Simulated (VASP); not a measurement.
# Nb3C5 (P4/mmm) in VASP: relaxation of cell and atoms with PBE

Aim: the relaxation of cell and atoms of Nb3C5 with PBE.

Program: VASP 6.6.1. These are calculated values, not measurements. Logs are shortened: lines on timing, memory, paths and dates and some standing lists are left out, and cuts for length are marked.

## (1) The cell of the first run

It takes space group P4/mmm (No. 123, tetragonal). The conventional cell has a = 3.065 Å, b = 3.065 Å, c = 9.730 Å, α = 90.00°, β = 90.00°, γ = 90.00°. Within 2.6 Å of Nb (site symmetry 4mm) lie 5 C at 1.99 to 2.32 Å. Within 3.1 Å of Nb (site symmetry 4/mmm) lie 8 C at 2.28 Å and 4 Nb at 3.06 Å. C (site symmetry 4mm) has 1 C at 1.34 Å within 1.8 Å. Within 1.9 Å of C (site symmetry 4mm) lie 1 C at 1.42 Å. C (site symmetry 4/mmm) has 2 C at 1.34 Å within 1.8 Å.

The cell was generated, and may not be a known phase.

## (2) Relaxation of cell and atoms, PBE

INCAR

```
SYSTEM = Nb3C5
ALGO = Normal
EDIFF = 1E-6
EDIFFG = -0.01
ENCUT = 600
GGA = PE
IBRION = 2
ISIF = 3
ISMEAR = 0
LASPH = .True.
LCHARG = .False.
LREAL = .False.
LWAVE = .False.
NELM = 80
NSW = 100
PREC = Accurate
SIGMA = 0.1
```

KPOINTS

```
k-points
0
Gamma
  10 10 4
  0 0 0
```

POSCAR

```
Nb3C5
1.0
    3.0647220077      0.0000000000      0.0000000000
    0.0000000000      3.0647220077      0.0000000000
    0.0000000000      0.0000000000      9.7301599467
Nb C
3 5
Direct
    0.5000000000      0.5000000000      0.2222156656
    0.5000000000      0.5000000000      0.7777843344
    0.0000000000      0.0000000000      0.5000000000
    0.0000000000      0.0000000000      0.1377219255
    0.5000000000      0.5000000000      0.5731305869
    0.5000000000      0.5000000000      0.4268694131
    0.0000000000      0.0000000000      0.8622780745
    0.0000000000      0.0000000000      0.0000000000
```

Potentials or basis: VASP PAW PBE potentials, release 64 (Nb_sv, C).

Command:

```sh
cat potpaw_PBE.64/Nb_sv/POTCAR potpaw_PBE.64/C/POTCAR > POTCAR
mpirun -np 1 vasp_std > vasp.out
```

OUTCAR:

```text
SYSTEM = Nb3C5
   EDIFF = 1E-6
   EDIFFG = -0.01
   ENCUT = 600
   GGA = PE
   IBRION = 2
   ISIF = 3
   ISMEAR = 0
   LASPH = .True.
   LREAL = .False.
   NELM = 80
   NSW = 100
   PREC = Accurate

 ion  position               nearest neighbor table
   1  0.500  0.500  0.222-   6 1.99   4 2.32   4 2.32   4 2.32   4 2.32
   2  0.500  0.500  0.778-   5 1.99   7 2.32   7 2.32   7 2.32   7 2.32
   3  0.000  0.000  0.500-   5 2.28   6 2.28   5 2.28   6 2.28   5 2.28   6 2.28   5 2.28   6 2.28

   4  0.000  0.000  0.138-   8 1.34   1 2.32   1 2.32   1 2.32   1 2.32
   5  0.500  0.500  0.573-   6 1.42   2 1.99   3 2.28   3 2.28   3 2.28   3 2.28
   6  0.500  0.500  0.427-   5 1.42   1 1.99   3 2.28   3 2.28   3 2.28   3 2.28
   7  0.000  0.000  0.862-   8 1.34   2 2.32   2 2.32   2 2.32   2 2.32
   8  0.000  0.000  0.000-   4 1.34   7 1.34

  LATTYP: Found a simple tetragonal cell.
 ALAT       =     3.0647220077
 C/A-ratio  =     3.1748915309

  Lattice vectors:

 A1 = (   3.0647220077,   0.0000000000,   0.0000000000)
 A2 = (   0.0000000000,   3.0647220077,   0.0000000000)
 A3 = (   0.0000000000,   0.0000000000,   9.7301599467)

Analysis of symmetry for initial positions (statically):
=====================================================================
 Subroutine PRICEL returns:
 Original cell was already a primitive cell.

 Routine SETGRP: Setting up the symmetry group for a
 simple tetragonal supercell.

 Subroutine GETGRP returns: Found 16 space group operations
 (whereof 16 operations were pure point group operations)
 out of a pool of 16 trial point group operations.

The static configuration has the point symmetry D_4h.

Analysis of symmetry for dynamics (positions and initial velocities):
=====================================================================
 Subroutine PRICEL returns:
 Original cell was already a primitive cell.

 Routine SETGRP: Setting up the symmetry group for a
 simple tetragonal supercell.

 Subroutine GETGRP returns: Found 16 space group operations
 (whereof 16 operations were pure point group operations)
 out of a pool of 16 trial point group operations.

The dynamic configuration has the point symmetry D_4h.

 Subroutine INISYM returns: Found 16 space group operations
 (whereof 16 operations are pure point group operations),
 and found     1 'primitive' translations

----------------------------------------------------------------------------------------

                                     Primitive cell

  volume of cell :      91.3907

  direct lattice vectors                    reciprocal lattice vectors
     3.064722008  0.000000000  0.000000000     0.326293869  0.000000000  0.000000000
     0.000000000  3.064722008  0.000000000     0.000000000  0.326293869  0.000000000
     0.000000000  0.000000000  9.730159947     0.000000000  0.000000000  0.102773233

  length of vectors
     3.064722008  3.064722008  9.730159947     0.326293869  0.326293869  0.102773233

  position of ions in fractional coordinates (direct lattice)
     0.500000000  0.500000000  0.222215666
     0.500000000  0.500000000  0.777784334
     0.000000000  0.000000000  0.500000000
     0.000000000  0.000000000  0.137721926
     0.500000000  0.500000000  0.573130587
     0.500000000  0.500000000  0.426869413
     0.000000000  0.000000000  0.862278074
     0.000000000  0.000000000  0.000000000

  ion indices of the primitive-cell ions
   primitive index   ion index
                 1           1
                 2           2
                 3           3
                 4           4
                 5           5
                 6           6
                 7           7
                 8           8

----------------------------------------------------------------------------------------

 KPOINTS: k-points

Automatic generation of k-mesh.
 Grid dimensions read from file:
 generate k-points for:   10   10    4

 Generating k-lattice:

  Cartesian coordinates                     Fractional coordinates (reciprocal lattice)
     0.032629387  0.000000000  0.000000000     0.100000000  0.000000000  0.000000000
     0.000000000  0.032629387  0.000000000     0.000000000  0.100000000  0.000000000
     0.000000000  0.000000000  0.025693308     0.000000000  0.000000000  0.250000000

  Length of vectors
     0.032629387  0.032629387  0.025693308

  Shift w.r.t. Gamma in fractional coordinates (k-lattice)
     0.000000000  0.000000000  0.000000000

 Subroutine IBZKPT returns following result:
 ===========================================

 Found     63 irreducible k-points:

 Following reciprocal coordinates:
            Coordinates               Weight
  0.000000  0.000000  0.000000      1.000000
  0.100000  0.000000  0.000000      4.000000
  0.200000  0.000000  0.000000      4.000000
  0.300000  0.000000  0.000000      4.000000
  0.400000  0.000000  0.000000      4.000000
  0.500000  0.000000  0.000000      2.000000
[... 16 lines left out ...]
  0.100000  0.000000  0.250000      8.000000
  0.200000  0.000000  0.250000      8.000000
 [... further k-points ...]
   k-points           NKPTS =     63   k-points in BZ     NKDIM =     63   number of bands    NBANDS=     35
   number of dos      NEDOS =    301   number of ions     NIONS =      8
   total plane-waves  NPLWV =  46080
   dimension x,y,z NGX =    24 NGY =   24 NGZ =   80
   dimension x,y,z NGXF=    48 NGYF=   48 NGZF=  160
   ions per type =               3   5
   NGX,Y,Z   is equivalent  to a cutoff of  13.02, 13.02, 13.67 a.u.
   NGXF,Y,Z  is equivalent  to a cutoff of  26.04, 26.04, 27.34 a.u.
 SYSTEM =  Nb3C5
   PREC   = accura    normal or accurate (medium, high low for compatibility)
   ISTART =      0    job   : 0-new  1-cont  2-samecut
   ICHARG =      2    charge: 1-file 2-atom 10-const
   ISPIN  =      1    spin polarized calculation?
   LNONCOLLINEAR =      F non collinear calculations
   LSORBIT =      F    spin-orbit coupling
   LASPH  =      T    aspherical Exc in radial PAW
   ENCUT  =  600.0 eV  44.10 Ry    6.64 a.u.   6.12  6.12 19.43*2*pi/ulx,y,z
   NELM   =     80;   NELMIN=  2; NELMDL= -5     # of ELM steps
   EDIFF  = 0.1E-05   stopping-criterion for ELM
   LREAL  =      F    real-space projection
   EDIFFG = -.1E-01   stopping-criterion for IOM
   NSW    =    100    number of steps for IOM
   IBRION =      2    ionic relax: 0-MD 1-quasi-New 2-CG
   NFREE  =      1    steps in history (QN), initial steepest desc. (CG)
   ISIF   =      3    stress and relaxation
   ISYM   =      2    0-nonsym 1-usesym 2-fastsym
   POTIM  = 0.5000    time-step for ionic-motion
   TEBEG  =    0.0;   TEEND  =   0.0 temperature during run
   PSTRESS=    0.0 pullay stress
   NELECT =      59.0000    total number of electrons
   NUPDOWN=      -1.0000    fix difference up-down
   EMIN   =  10.00;   EMAX   =-10.00  energy-range for DOS
   EFERMI =   0.00;   METHOD = LEGACY
   ISMEAR =     0;   SIGMA  =   0.10  broadening in eV -4-tet -1-fermi 0-gaus
   EFERMI_NEDOS =   21; number of points for ismear=-14 and -15
   IALGO  =     38    algorithm
   IMIX   =      4    mixing-type and parameters
     AMIX     =   0.40;   BMIX     =  1.00
     AMIX_MAG =   1.60;   BMIX_MAG =  1.00
  volume/ion in A,a.u.               =      11.42        77.09
  Fermi-wavevector in a.u.,A,eV,Ry     =   1.414897  2.673767 27.237954  2.001933
  Thomas-Fermi vector in A             =   2.536391
   LORBIT       =      0    0 simple, 1 ext, 2 COOP (PROOUT), +10 PAW based schemes
   GGA     = PE    functional components
   LHFCALC =     F    Hartree Fock is set to
   AEXX    =    0.0000 exact exchange contribution
   IVDW    =     0    specifies the selected vdW correction
   LEPSILON=     F    determine dielectric tensor
   LRPA    =     F    only Hartree local field effects (RPA)
 conjugate gradient relaxation of ions
 non-spin polarized calculation
 Gauss-broadening in eV      SIGMA  =   0.10
  energy-cutoff  :      600.00
  volume of cell :       91.39
 maximum number of plane-waves:      3104
   NGX = 13   NGY = 13   NGZ = 39

--------------------------------------- Ionic step        1  -------------------------------------------

 number of electron      58.9999993 magnetization

 Free energy of the ion-electron system (eV)
  ---------------------------------------------------
  ext. energy  EPLUGINS =         0.00000000
  ---------------------------------------------------
  free energy    TOTEN  =       -75.42879132 eV

  energy without entropy =      -75.41134592  energy(sigma->0) =      -75.42006862

------------------------ aborting loop because EDIFF is reached ----------------------------------------

  FORCE on cell =-STRESS in cart. coord.  units (eV):
  Direction    XX          YY          ZZ          XY          YZ          ZX
  --------------------------------------------------------------------------------------
  -------------------------------------------------------------------------------------
  Total       -0.1466045     -0.1466045     -0.1575847      0.0000000      0.0000000      0.0000000
  in kB       -2.5701344     -2.5701344     -2.7626292      0.0000000      0.0000000      0.0000000
  external PRESSURE =      -2.6342993 kB  Pullay stress =       0.0000000 kB
[... 321 lines left out ...]
  energy  without entropy=      -75.4219748505  energy(sigma->0) =      -75.42983682

--------------------------------------- Ionic step        9  -------------------------------------------

 number of electron      58.9999993 magnetization

 Free energy of the ion-electron system (eV)
  ---------------------------------------------------
  ext. energy  EPLUGINS =         0.00000000
  ---------------------------------------------------
  free energy    TOTEN  =       -75.43782035 eV

  energy without entropy =      -75.42213043  energy(sigma->0) =      -75.42997539

 E-fermi :  10.1899     XC(G=0): -12.1205

 val. band max:       10.1834921593   @ k =   0.5000   0.4000   0.2500
 cond. band min:      10.1967900923   @ k =   0.3000   0.0000   0.0000
 fundamental gap:      0.0132979330
 Fermi energy:        10.1898673386

 k-point     1 :       0.0000    0.0000    0.0000
  band No.  band energies     occupation
      1     -45.7277      2.00000
      2     -45.4165      2.00000
      3     -45.4159      2.00000
      4     -21.8283      2.00000
      5     -21.7233      2.00000
      6     -21.7233      2.00000
[... 901 lines left out ...]
     34      11.6867      0.00000
     35      12.1941      0.00000

 [... further k-points ...]

------------------------ aborting loop because EDIFF is reached ----------------------------------------

  FORCE on cell =-STRESS in cart. coord.  units (eV):
  Direction    XX          YY          ZZ          XY          YZ          ZX
  --------------------------------------------------------------------------------------
  -------------------------------------------------------------------------------------
  Total       -0.0241608     -0.0241608      0.0097779      0.0000000      0.0000000      0.0000000
  in kB       -0.4251783     -0.4251783      0.1720696      0.0000000      0.0000000      0.0000000
  external PRESSURE =      -0.2260957 kB  Pullay stress =       0.0000000 kB
[... 23 lines left out ...]
  FREE ENERGIE OF THE ION-ELECTRON SYSTEM (eV)
  ---------------------------------------------------
  free  energy   TOTEN  =       -75.4378203531 eV

  energy  without entropy=      -75.4221304328  energy(sigma->0) =      -75.42997539

 reached required accuracy - stopping structural energy minimisation
```

Wall time 28 min (1 thread of Oxide Virtual Turin-like, shared host); peak memory 0.32 GiB.

What came out:

```yaml
Free_energy: -75.4378 eV
Relaxed_volume: 11.38 Å³/atom
Relaxed_cell: a = 3.069 Å, b = 3.069 Å, c = 9.668 Å, α = 90.00°, β = 90.00°, γ = 90.00°
Space_group_after_relaxing_to_0.1_Å: P4/mmm (No. 123)
Energy_gained_by_relaxing: 1.1 meV/atom
Ionic_steps: 9
Pressure_after_relaxing: 0.0 GPa
Largest_force_after_relaxing: 0.006 eV/Å
Band_gap_on_the_k_mesh: zero (an odd number of electrons rules out a gap without spin polarisation)
```

Forces on the atoms (eV/Å):
```
Nb   0.000  0.000 -0.006
Nb   0.000  0.000  0.006
Nb   0.000  0.000  0.000
C    0.000  0.000 -0.005
C    0.000  0.000  0.004
C    0.000  0.000 -0.004
C    0.000  0.000  0.005
C    0.000  0.000  0.000
```

Step by step:
```csv
step,energy change (eV),largest force (eV/Å),pressure (GPa),volume (Å³)
1,0.0000,0.3334,-0.26,91.39
2,0.0001,0.4058,-0.57,91.14
3,-0.0044,0.1364,-0.43,91.27
4,-0.0082,0.0579,0.69,90.79
5,-0.0083,0.0637,0.63,90.82
6,-0.0084,0.1554,-0.51,91.19
7,-0.0089,0.0500,0.03,91.01
8,-0.0089,0.0736,-0.03,91.08
9,-0.0090,0.0059,-0.02,91.04
```

Final structure:
```cif
data_structure
_symmetry_space_group_name_H-M 'P 1'
_symmetry_Int_Tables_number 1
_cell_length_a 3.0687
_cell_length_b 3.0687
_cell_length_c 9.6678
_cell_angle_alpha 90.000
_cell_angle_beta 90.000
_cell_angle_gamma 90.000
_cell_volume 91.04
loop_
_atom_site_label
_atom_site_type_symbol
_atom_site_fract_x
_atom_site_fract_y
_atom_site_fract_z
_atom_site_occupancy
Nb1 Nb 0.50000 0.50000 0.22043 1
Nb2 Nb 0.50000 0.50000 0.77957 1
Nb3 Nb 0.00000 0.00000 0.50000 1
C1 C 0.00000 0.00000 0.13916 1
C2 C 0.50000 0.50000 0.57343 1
C3 C 0.50000 0.50000 0.42657 1
C4 C 0.00000 0.00000 0.86084 1
C5 C 0.00000 0.00000 0.00000 1
```

Levels at points of the mesh, in eV from the Fermi level:
```csv
k point,band 27,band 28,band 29,band 30,band 31,band 32
"(0.00, 0.00, 0.00)",-2.33,-2.33,-1.08,-1.08,0.20,0.79
"(0.50, 0.00, 0.00)",-2.52,-2.39,-0.38,-0.05,0.70,0.98
"(0.50, 0.50, 0.00)",-3.77,0.44,0.85,0.85,2.22,2.31
"(0.00, 0.00, 0.50)",-1.97,-1.97,-1.37,-1.37,0.59,0.79
"(0.50, 0.00, 0.50)",-2.80,-2.17,-0.10,0.39,0.97,1.04
"(0.50, 0.50, 0.50)",-3.90,0.56,1.17,1.17,1.46,1.71
```

Caveat: an odd number of electrons without spin polarisation forces a metal; a magnetic or distorted state may lie lower.
